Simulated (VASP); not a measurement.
Bi2Te3, 5 atoms in the cell. Symmetry: R-3m, No. 166, trigonal system. Conventional cell: a = 4.386 Å, b = 4.386 Å, c = 30.497 Å, α = 90.00°, β = 90.00°, γ = 120.00°. Within 4.0 Å of Bi (site symmetry 3m) lie 6 Te at 3.07 to 3.25 Å. Te (site symmetry 3m) has 3 Bi at 3.07 Å and 3 Te at 3.64 Å within 4.0 Å. Te (site symmetry -3m) has 6 Bi at 3.25 Å and 12 Te at 4.39 to 4.55 Å within 4.6 Å. 

| Property | Result |
| --- | --- |
| Program | VASP 6.6.1 |
| Task | single point |
| Functional | PBE |
| Dispersion | TS |
| Potentials or basis | VASP PAW PBE potentials, release 64 (Bi_d, Te) |
| Cutoff | 520 eV |
| k mesh | 5 × 5 × 5 |
| Occupations | gaussian, width 0.02 eV |
| Spin | no spin polarisation |
| Further INCAR settings | ALGO = Normal; EDIFF = 1e-07 |

Potentials or basis: VASP PAW PBE potentials, release 64 (Bi_d, Te).

The run is started by

```console
$ cat potpaw_PBE.64/Bi_d/POTCAR potpaw_PBE.64/Te/POTCAR > POTCAR
$ mpirun -np 1 vasp_std > vasp.out
```

Hardware: 1 thread of Intel(R) Xeon(R) Platinum 8259CL CPU @ 2.50GHz (Skylake/Cascade Lake), on a shared host.

Task: Estimate the wall time of this run.

Result: Wall time 15 min on 1 thread of Intel(R) Xeon(R) Platinum 8259CL CPU @ 2.50GHz (Skylake/Cascade Lake), with other jobs on the host, peak memory 0.94 GiB. Counts: scf iterations 16, k points 19.
